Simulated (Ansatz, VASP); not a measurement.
## Two plane-wave programs on BeS

INCAR

```
  PREC = Accurate
  ENCUT = 520
  EDIFF = 1E-7
  ISMEAR = -1
  SIGMA = 0.02
  LREAL = F
  LASPH = T
  NELM = 100
  ALGO = Normal
  ISIF = 2
  LWAVE = F
  LCHARG = F
  GGA = PE
  NBANDS = 11
```

Contents of KPOINTS:

```
regular mesh
0
Gamma
  10 10 10
```

Contents of POSCAR:

```
BeS
1.0
    0.0000000000      2.4343062282      2.4343062282
    2.4343062282      0.0000000000      2.4343062282
    2.4343062282      2.4343062282      0.0000000000
Be S
1 1
Direct
    0.0000000000      0.0000000000      0.0000000000
    0.2500000000      0.2500000000      0.2500000000
```

Input for Ansatz:

```yaml
crystal:
  lattice:
    - [0.0, 2.4343062282, 2.4343062282]
    - [2.4343062282, 0.0, 2.4343062282]
    - [2.4343062282, 2.4343062282, 0.0]
  atoms:
    - { symbol: Be, position: [0.0, 0.0, 0.0] }
    - { symbol: S, position: [0.25, 0.25, 0.25] }
kpoints:
  mp_grid: { grid: [10, 10, 10] }
  band_path:
    path:
      - [[0.0, 0.0, 0.0], [-0.5, -0.5, -5.023563895595e-34], [-0.375, -0.375, 0.25]]
      - [[-0.375, -7.701392569927e-17, 0.375], [0.0, 0.0, 0.0], [1.011457087088e-17, 1.011457087088e-17, 0.5], [-0.5, -0.25, 0.25], [-0.5, -0.5, -5.023563895595e-34]]
    npoints: 10
hamiltonian:
  xc: pbe
scf:
  occupations: { method: fermi_dirac, width: 0.02 }
  n_extra_bands: 4
output:
  forces: true
  stress: true
  eigenvalues: true
  write_density: true
  write_potential: true
  elf: true
  volumetric_format: npy
```

Alike in both runs: task single point; functional PBE; k mesh 10 × 10 × 10; occupations fermi-dirac, width 0.02 eV; no spin polarisation.

|  | VASP | Ansatz |
| --- | --- | --- |
| version | VASP 6.6.1 | Ansatz 0.2.0 |
| potentials or method | VASP PAW PBE potentials, release 64 (Be, S) | plane waves, PAW |
| plane-wave cutoff (eV) | 520 | 420 |
| valence electrons in the cell | 8 | 8 |

|  | VASP | Ansatz | Ansatz less VASP |
| --- | --- | --- | --- |
| gap on the k mesh at the Fermi level (eV) | 3.14 | 3.14 | -0.001 |
| pressure (GPa) | 0.4 | 0.4 | -0.01 |
